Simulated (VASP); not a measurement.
CuI:

```
Cu I
1.0
     0.00000    3.01204    3.01204
     3.01204    0.00000    3.01204
     3.01204    3.01204    0.00000
Cu I
1 1
Cartesian
  1.5060 1.5060 1.5060
  0.0000 0.0000 0.0000
```

```yaml
Program: VASP 6.6.1
Task: relaxation of cell and atoms
Functional: HSE06
Potentials_or_basis: VASP PAW PBE potentials, release 64 (Cu, I)
Cutoff: 600 eV
k_mesh: 4 × 4 × 4
Occupations: fermi-dirac, width 0.02 eV
Spin: no spin polarisation
```

At the start: pressure 1.5 GPa; volume 27.33 Å³/atom.

Question: How do energy, volume and symmetry change on relaxing?

Answer: Over 3 steps the energy falls by 5.0 meV/atom and the volume is 28.38 Å³/atom (+3.9 %); space group F-43m (No. 216, to 0.1 Å) before and after.

The path:
| step | energy change (eV) | largest force (eV/Å) | pressure (GPa) | volume (Å³) |
| --- | --- | --- | --- | --- |
| 1 | 0.0000 | 0.0000 | 1.47 | 54.65 |
| 2 | -0.0100 | 0.0000 | 0.08 | 56.66 |
| 3 | -0.0100 | 0.0000 | 0.00 | 56.76 |

Final structure:
```yaml
crystal:
  lattice:
    - [0.00000, 3.05031, 3.05031]
    - [3.05031, 0.00000, 3.05031]
    - [3.05031, 3.05031, 0.00000]
  atoms:
    - { symbol: Cu, position: [0.25000, 0.25000, 0.25000] }
    - { symbol: I, position: [0.00000, 0.00000, 0.00000] }
```

Caveat: the k points lie up to 0.45 Å⁻¹ apart in the final cell; the PAW data sets were made with another functional, which shifts forces and pressure a little.
